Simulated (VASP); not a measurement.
# Cd (Fm-3m) in VASP: notebook

Cd is run at these levels: PBE; tasks: single point.

Everything below comes from runs of VASP 6.6.1. Logs are shortened: lines on timing, memory, paths and dates and some standing lists are left out, and cuts for length are marked.

**1. The cell of the first run**

The structure is cubic, space group Fm-3m (No. 225). The conventional cell has a = 4.416 Å, b = 4.416 Å, c = 4.416 Å, α = 90.00°, β = 90.00°, γ = 90.00°. Cd (site symmetry m-3m) has 12 Cd at 3.12 Å within 4.1 Å.

**2. Single point, PBE (volume scaled by 0.94)**

Contents of INCAR:

```
SYSTEM = Cd
ALGO = Normal
EDIFF = 1E-6
ENCUT = 520
GGA = PE
ISIF = 2
ISMEAR = 0
LASPH = .TRUE.
LCHARG = .FALSE.
LREAL = .FALSE.
LWAVE = .FALSE.
NBANDS = 12
NELM = 80
PREC = Accurate
SIGMA = 0.1
```

Contents of KPOINTS:

```
k-points
0
G
  16 16 16
  0 0 0
```

Contents of POSCAR:

```
Cd
1.0
    0.0000000000      2.2081376393      2.2081376393
    2.2081376393      0.0000000000      2.2081376393
    2.2081376393      2.2081376393      0.0000000000
Cd
1
Direct
    0.0000000000      0.0000000000      0.0000000000
```

Potentials or basis: VASP PAW PBE potentials, release 64 (Cd).

The run is started by

```bash
$ cat potpaw_PBE.64/Cd/POTCAR > POTCAR
$ mpirun -np 1 vasp_std > vasp.out
```

OUTCAR:

```text
SYSTEM = Cd
   EDIFF = 1E-6
   ENCUT = 520
   GGA = PE
   ISIF = 2
   ISMEAR = 0
   LASPH = .TRUE.
   LREAL = .FALSE.
   NELM = 80
   PREC = Accurate

 ion  position               nearest neighbor table
   1  0.000  0.000  0.000-

  LATTYP: Found a face centered cubic cell.
 ALAT       =     4.4162752786

  Lattice vectors:

 A1 = (   0.0000000000,   2.2081376393,   2.2081376393)
 A2 = (   2.2081376393,   0.0000000000,   2.2081376393)
 A3 = (   2.2081376393,   2.2081376393,   0.0000000000)

Analysis of symmetry for initial positions (statically):
=====================================================================
 Subroutine PRICEL returns:
 Original cell was already a primitive cell.

 Routine SETGRP: Setting up the symmetry group for a
 face centered cubic supercell.

 Subroutine GETGRP returns: Found 48 space group operations
 (whereof 48 operations were pure point group operations)
 out of a pool of 48 trial point group operations.

The static configuration has the point symmetry O_h .

Analysis of symmetry for dynamics (positions and initial velocities):
=====================================================================
 Subroutine PRICEL returns:
 Original cell was already a primitive cell.

 Routine SETGRP: Setting up the symmetry group for a
 face centered cubic supercell.

 Subroutine GETGRP returns: Found 48 space group operations
 (whereof 48 operations were pure point group operations)
 out of a pool of 48 trial point group operations.

The dynamic configuration has the point symmetry O_h .

 Subroutine INISYM returns: Found 48 space group operations
 (whereof 48 operations are pure point group operations),
 and found     1 'primitive' translations

----------------------------------------------------------------------------------------

                                     Primitive cell

  volume of cell :      21.5332

  direct lattice vectors                    reciprocal lattice vectors
     0.000000000  2.208137639  2.208137639    -0.226435160  0.226435160  0.226435160
     2.208137639  0.000000000  2.208137639     0.226435160 -0.226435160  0.226435160
     2.208137639  2.208137639  0.000000000     0.226435160  0.226435160 -0.226435160

  length of vectors
     3.122778197  3.122778197  3.122778197     0.392197202  0.392197202  0.392197202

  position of ions in fractional coordinates (direct lattice)
     0.000000000  0.000000000  0.000000000
[... 76 lines left out ...]
   EDIFF  = 0.1E-05   stopping-criterion for ELM
   LREAL  =      F    real-space projection
   EDIFFG = 0.1E-04   stopping-criterion for IOM
   NSW    =      0    number of steps for IOM
   IBRION =     -1    ionic relax: 0-MD 1-quasi-New 2-CG
   NFREE  =      0    steps in history (QN), initial steepest desc. (CG)
   ISIF   =      2    stress and relaxation
   ISYM   =      2    0-nonsym 1-usesym 2-fastsym
   POTIM  = 0.5000    time-step for ionic-motion
   TEBEG  =    0.0;   TEEND  =   0.0 temperature during run
   PSTRESS=    0.0 pullay stress
   NELECT =      12.0000    total number of electrons
   NUPDOWN=      -1.0000    fix difference up-down
   EMIN   =  10.00;   EMAX   =-10.00  energy-range for DOS
   EFERMI =   0.00;   METHOD = LEGACY
   ISMEAR =     0;   SIGMA  =   0.10  broadening in eV -4-tet -1-fermi 0-gaus
   EFERMI_NEDOS =   21; number of points for ismear=-14 and -15
   IALGO  =     38    algorithm
   IMIX   =      4    mixing-type and parameters
     AMIX     =   0.40;   BMIX     =  1.00
     AMIX_MAG =   1.60;   BMIX_MAG =  1.00
  volume/ion in A,a.u.               =      21.53       145.31
  Fermi-wavevector in a.u.,A,eV,Ry     =   1.347201  2.545841 24.693906  1.814951
  Thomas-Fermi vector in A             =   2.474971
   LORBIT       =      0    0 simple, 1 ext, 2 COOP (PROOUT), +10 PAW based schemes
   GGA     = PE    functional components
   LHFCALC =     F    Hartree Fock is set to
   AEXX    =    0.0000 exact exchange contribution
   IVDW    =     0    specifies the selected vdW correction
   LEPSILON=     F    determine dielectric tensor
   LRPA    =     F    only Hartree local field effects (RPA)
 non-spin polarized calculation
 Gauss-broadening in eV      SIGMA  =   0.10
  energy-cutoff  :      520.00
  volume of cell :       21.53
 maximum number of plane-waves:       604
   NGX = 11   NGY = 11   NGZ = 11

 number of electron      12.0000006 magnetization

 Free energy of the ion-electron system (eV)
  ---------------------------------------------------
  ext. energy  EPLUGINS =         0.00000000
  ---------------------------------------------------
  free energy    TOTEN  =        -0.72310488 eV

  energy without entropy =       -0.72030960  energy(sigma->0) =       -0.72170724

 E-fermi :   2.9506     XC(G=0): -11.0581

 val. band max:        2.9500109865   @ k =  -0.3750   0.1875   0.0625
 cond. band min:       2.9757170369   @ k =   0.4375   0.0000   0.0000
 fundamental gap:      0.0257060504
 Fermi energy:         2.9506473854

 k-point     1 :       0.0000    0.0000    0.0000
  band No.  band energies     occupation
      1      -6.2363      2.00000
      2      -6.2363      2.00000
      3      -6.2363      2.00000
      4      -5.9520      2.00000
      5      -5.7696      2.00000
      6      -5.7696      2.00000
      7      16.8831      0.00000
      8      18.0279      0.00000
      9      18.0279      0.00000
     10      18.0279      0.00000
     11      21.4188      0.00000
     12      21.4188      0.00000
[... 331 lines left out ...]
 k-point    24 :      -0.0625    0.0625    0.0000
  band No.  band energies     occupation
      1      -6.2649      2.00000
      2      -6.1973      2.00000
      3      -6.1971      2.00000
      4      -5.8002      2.00000
      5      -5.7856      2.00000
      6      -5.6408      2.00000
      7      15.5873      0.00000
      8      15.7969      0.00000
      9      17.6805      0.00000
     10      18.4012      0.00000
     11      21.3226      0.00000
     12      21.5215      0.00000

 [... further k-points ...]
[... 5 lines left out ...]
  --------------------------------------------------------------------------------------
  -------------------------------------------------------------------------------------
  Total        0.4509448      0.4509448      0.4509448      0.0000000      0.0000000      0.0000000
  in kB       33.5525525     33.5525525     33.5525525      0.0000000      0.0000000      0.0000000
  external PRESSURE =      33.5525525 kB  Pullay stress =       0.0000000 kB

 VOLUME and BASIS-vectors are now :
 -----------------------------------------------------------------------------
  energy-cutoff  :      520.00
  volume of cell :       21.53
      direct lattice vectors                 reciprocal lattice vectors
     0.000000000  2.208137639  2.208137639    -0.226435160  0.226435160  0.226435160
     2.208137639  0.000000000  2.208137639     0.226435160 -0.226435160  0.226435160
     2.208137639  2.208137639  0.000000000     0.226435160  0.226435160 -0.226435160

 POSITION                                       TOTAL-FORCE (eV/Angst)
 -----------------------------------------------------------------------------------
      0.00000      0.00000      0.00000         0.000000      0.000000      0.000000
 -----------------------------------------------------------------------------------
    total drift:                               -0.000000      0.000000     -0.000000

  FREE ENERGIE OF THE ION-ELECTRON SYSTEM (eV)
  ---------------------------------------------------
  free  energy   TOTEN  =        -0.7231048791 eV

  energy  without entropy=       -0.7203095970  energy(sigma->0) =       -0.72170724
```

OSZICAR:

```text
N       E                     dE             d eps       ncg     rms          rms(c)
DAV:   1     0.709108433857E+02    0.70911E+02   -0.69670E+03  3712   0.989E+02
DAV:   2     0.493315510343E+00   -0.70418E+02   -0.67485E+02  3740   0.239E+02
DAV:   3    -0.768764407004E+00   -0.12621E+01   -0.12614E+01  4148   0.360E+01
DAV:   4    -0.770283755061E+00   -0.15193E-02   -0.15193E-02  3884   0.122E+00
DAV:   5    -0.770287314531E+00   -0.35595E-05   -0.35594E-05  4128   0.596E-02    0.321E+00
DAV:   6    -0.725126110841E+00    0.45161E-01   -0.12248E-01  4096   0.448E+00    0.255E+00
DAV:   7    -0.722932468211E+00    0.21936E-02   -0.11403E-02  4100   0.113E+00    0.125E+00
DAV:   8    -0.723070640638E+00   -0.13817E-03   -0.14218E-03  3728   0.513E-01    0.589E-02
DAV:   9    -0.723099326810E+00   -0.28686E-04   -0.10949E-05  4144   0.315E-02    0.135E-02
DAV:  10    -0.723104954855E+00   -0.56280E-05   -0.42531E-06  3688   0.230E-02    0.134E-03
DAV:  11    -0.723104879149E+00    0.75706E-07   -0.13340E-08  2072   0.129E-03
   1 F= -.72310488E+00 E0= -.72170724E+00  d E =-.279528E-02
```

stdout:

```text
POSCAR found type information on POSCAR Cd
 POSCAR found :  1 types and       1 ions
 scaLAPACK will be used
 LDA part: xc-table for (Slater+PW92), standard interpolation
 POSCAR, INCAR and KPOINTS ok, starting setup
 FFT: planning ... GRIDC
 FFT: planning ... GRID_SOFT
 FFT: planning ... GRID
 WAVECAR not read
 entering main loop
```

Run time: 29 s. Hardware: 1 thread of Intel Xeon Platinum 8488C (Sapphire Rapids), shared host; peak memory 0.16 GiB.

What came out:

* Free energy: -0.7231 eV
* Pressure: 3.4 GPa
* Band gap on the k mesh: zero (band 6 reaches 5.02 eV, above the bottom of band 7 at 1.64 eV)

Levels at points of the mesh, in eV from the Fermi level:
| k point | band 3 | band 4 | band 5 | band 6 | band 7 | band 8 | band 9 | band 10 |
| --- | --- | --- | --- | --- | --- | --- | --- | --- |
| (0.00, 0.00, 0.00) | -9.19 | -8.90 | -8.72 | -8.72 | 13.93 | 15.08 | 15.08 | 15.08 |
| (0.50, 0.00, 0.00) | -9.18 | -8.34 | -8.34 | -2.39 | -1.31 | 12.66 | 12.66 | 13.03 |
| (0.50, 0.50, 0.00) | -8.36 | -8.24 | -8.24 | -0.85 | 1.42 | 6.83 | 6.83 | 11.13 |

Caveat: the cell differs from its parent crystal (volume scaled by 0.94).

**3. Single point, PBE**

This run uses another cell than the first one, of 21.83 Å³/atom, 1.014 times its volume.

Contents of INCAR:

```
SYSTEM = Cd
ALGO = Fast
EDIFF = 1E-6
ENCUT = 520
GGA = PE
ISIF = 2
ISMEAR = 0
LASPH = .TRUE.
LCHARG = .TRUE.
LELF = .TRUE.
LREAL = .FALSE.
LVHAR = .TRUE.
LWAVE = .FALSE.
NBANDS = 12
NELM = 60
PREC = Accurate
SIGMA = 0.1
```

KPOINTS is that of step 2.

Contents of POSCAR:

```
Cd
1.0
    0.0000000000      2.2181497500      2.2181497500
    2.2181497500      0.0000000000      2.2181497500
    2.2181497500      2.2181497500      0.0000000000
Cd
1
Direct
    0.0000000000      0.0000000000      0.0000000000
```

Potentials or basis: VASP PAW PBE potentials, release 64 (Cd).

The run is started by

```bash
$ cat potpaw_PBE.64/Cd/POTCAR > POTCAR
$ mpirun -np 1 vasp_std > vasp.out
```

OUTCAR:

```text
SYSTEM = Cd
   EDIFF = 1E-6
   ENCUT = 520
   GGA = PE
   ISIF = 2
   ISMEAR = 0
   LASPH = .TRUE.
   LREAL = .FALSE.
   NELM = 60
   PREC = Accurate

 ion  position               nearest neighbor table
   1  0.000  0.000  0.000-

  LATTYP: Found a face centered cubic cell.
 ALAT       =     4.4362995000

  Lattice vectors:

 A1 = (   0.0000000000,   2.2181497500,   2.2181497500)
 A2 = (   2.2181497500,   0.0000000000,   2.2181497500)
 A3 = (   2.2181497500,   2.2181497500,   0.0000000000)

Analysis of symmetry for initial positions (statically):
=====================================================================
 Subroutine PRICEL returns:
 Original cell was already a primitive cell.

 Routine SETGRP: Setting up the symmetry group for a
 face centered cubic supercell.

 Subroutine GETGRP returns: Found 48 space group operations
 (whereof 48 operations were pure point group operations)
 out of a pool of 48 trial point group operations.

The static configuration has the point symmetry O_h .

Analysis of symmetry for dynamics (positions and initial velocities):
[... 160 lines left out ...]
 val. band max:        2.8417288243   @ k =  -0.3750   0.1875   0.0625
 cond. band min:       2.8490555582   @ k =  -0.3750   0.5000   0.1250
 fundamental gap:      0.0073267339
 Fermi energy:         2.8458042908

 k-point     1 :       0.0000    0.0000    0.0000
  band No.  band energies     occupation
      1      -6.2985      2.00000
      2      -6.2985      2.00000
      3      -6.2985      2.00000
      4      -5.9494      2.00000
      5      -5.8454      2.00000
      6      -5.8454      2.00000
      7      16.7357      0.00000
      8      17.7930      0.00000
      9      17.7930      0.00000
     10      17.7930      0.00000
     11      21.1609      0.00000
     12      21.1609      0.00000
[... 331 lines left out ...]
 k-point    24 :      -0.0625    0.0625    0.0000
  band No.  band energies     occupation
      1      -6.3260      2.00000
      2      -6.2604      2.00000
      3      -6.2589      2.00000
      4      -5.8750      2.00000
      5      -5.8513      2.00000
      6      -5.6535      2.00000
      7      15.3989      0.00000
      8      15.5797      0.00000
      9      17.4868      0.00000
     10      18.1572      0.00000
     11      21.0982      0.00000
     12      21.2648      0.00000

 [... further k-points ...]
[... 5 lines left out ...]
  --------------------------------------------------------------------------------------
  -------------------------------------------------------------------------------------
  Total        0.3608614      0.3608614      0.3608614     -0.0000000      0.0000000      0.0000000
  in kB       26.4879525     26.4879525     26.4879525     -0.0000000      0.0000000      0.0000000
  external PRESSURE =      26.4879525 kB  Pullay stress =       0.0000000 kB

 VOLUME and BASIS-vectors are now :
 -----------------------------------------------------------------------------
  energy-cutoff  :      520.00
  volume of cell :       21.83
      direct lattice vectors                 reciprocal lattice vectors
     0.000000000  2.218149750  2.218149750    -0.225413095  0.225413095  0.225413095
     2.218149750  0.000000000  2.218149750     0.225413095 -0.225413095  0.225413095
     2.218149750  2.218149750  0.000000000     0.225413095  0.225413095 -0.225413095

 POSITION                                       TOTAL-FORCE (eV/Angst)
 -----------------------------------------------------------------------------------
      0.00000      0.00000      0.00000         0.000000     -0.000000     -0.000000
 -----------------------------------------------------------------------------------
    total drift:                                0.000000     -0.000000     -0.000000

  FREE ENERGIE OF THE ION-ELECTRON SYSTEM (eV)
  ---------------------------------------------------
  free  energy   TOTEN  =        -0.7285651833 eV

  energy  without entropy=       -0.7258238229  energy(sigma->0) =       -0.72719450
```

OSZICAR:

```text
N       E                     dE             d eps       ncg     rms          rms(c)
DAV:   1     0.698081458196E+02    0.69808E+02   -0.70558E+03  3752   0.990E+02
DAV:   2     0.479026775952E+00   -0.69329E+02   -0.65807E+02  3808   0.237E+02
DAV:   3    -0.772375355477E+00   -0.12514E+01   -0.12507E+01  4152   0.358E+01
DAV:   4    -0.773887127273E+00   -0.15118E-02   -0.15117E-02  3948   0.122E+00
DAV:   5    -0.773890645964E+00   -0.35187E-05   -0.35192E-05  4204   0.593E-02    0.309E+00
RMM:   6    -0.730412910337E+00    0.43478E-01   -0.77883E-02  3579   0.295E+00    0.247E+00
RMM:   7    -0.728375063619E+00    0.20378E-02   -0.63117E-03  3693   0.742E-01    0.123E+00
RMM:   8    -0.728528678482E+00   -0.15361E-03   -0.15975E-03  3696   0.600E-01    0.800E-02
RMM:   9    -0.728557944776E+00   -0.29266E-04   -0.73709E-05  3880   0.989E-02    0.471E-02
RMM:  10    -0.728565648298E+00   -0.77035E-05   -0.25234E-05  3835   0.738E-02    0.786E-03
RMM:  11    -0.728565183329E+00    0.46497E-06   -0.22115E-06  3065   0.160E-02
   1 F= -.72856518E+00 E0= -.72719450E+00  d E =-.274136E-02
```

Run time: 26 s. Hardware: 1 thread of Intel Xeon Platinum 8488C (Sapphire Rapids), shared host; peak memory 0.16 GiB.

What came out:

- Free energy: -0.7286 eV
- Pressure: 2.6 GPa
- Band gap on the k mesh: zero (band 6 reaches 4.89 eV, above the bottom of band 7 at 1.52 eV)

Levels at points of the mesh, in eV from the Fermi level:
```
           k point  band 3  band 4  band 5  band 6  band 7  band 8  band 9  band 10
(0.00, 0.00, 0.00)   -9.14   -8.80   -8.69   -8.69   13.89   14.95   14.95    14.95
(0.50, 0.00, 0.00)   -9.14   -8.32   -8.32   -2.33   -1.33   12.54   12.54    13.00
(0.50, 0.50, 0.00)   -8.34   -8.22   -8.22   -0.81    1.38    6.78    6.78    11.04
```

**4. Single point, PBE (volume scaled by 0.97)**

Edit INCAR of step 3 so:

```diff
@@ -1,3 +1,3 @@
 SYSTEM = Cd
-ALGO = Fast
+ALGO = Normal
 EDIFF = 1E-6
@@ -14,3 +14,3 @@
 NBANDS = 12
-NELM = 60
+NELM = 80
 PREC = Accurate
```

KPOINTS is that of step 3.

Contents of POSCAR:

```
Cd
1.0
    0.0000000000      2.2313829016      2.2313829016
    2.2313829016      0.0000000000      2.2313829016
    2.2313829016      2.2313829016      0.0000000000
Cd
1
Direct
    0.0000000000      0.0000000000      0.0000000000
```

The run is started by

```bash
$ cat potpaw_PBE.64/Cd/POTCAR > POTCAR
$ mpirun -np 1 vasp_std > vasp.out
```

Wall time 31 s (1 thread of Intel Xeon Platinum 8488C (Sapphire Rapids), shared host); peak memory 0.16 GiB.

The run converged. Its results:

- Free energy: -0.7338 eV
- Pressure: 1.6 GPa
- Band gap on the k mesh: zero (band 6 reaches 4.69 eV, above the bottom of band 7 at 1.36 eV)

Levels at points of the mesh, in eV from the Fermi level:
```csv
k point,band 2,band 3,band 4,band 5,band 6,band 7,band 8,band 9,band 10,band 11
"(0.00, 0.00, 0.00)",-9.09,-9.09,-8.66,-8.65,-8.65,13.83,14.78,14.78,14.78,18.12
"(0.50, 0.00, 0.00)",-9.09,-9.09,-8.29,-8.29,-2.25,-1.35,12.38,12.38,12.94,16.23
"(0.50, 0.50, 0.00)",-9.63,-8.32,-8.20,-8.20,-0.76,1.32,6.73,6.73,10.93,10.96
```

Caveat: the cell differs from its parent crystal (volume scaled by 0.97).

**5. Summary**

```csv
cell,gap on the mesh (eV),pressure (GPa)
"a = 3.123 Å, angles 60.0°, 1 atom",none,3.4
"a = 3.137 Å, angles 60.0°, 1 atom",none,2.6
"a = 3.156 Å, angles 60.0°, 1 atom",none,1.6
```

Alike in all rows: task single point; level PBE; potentials or basis VASP PAW PBE potentials, release 64 (Cd); no spin polarisation; k mesh 16 × 16 × 16; cutoff (eV) 520; smearing gaussian 0.1 eV.

Total energies depend on the potentials used, so only differences within one code and one set of settings carry meaning.
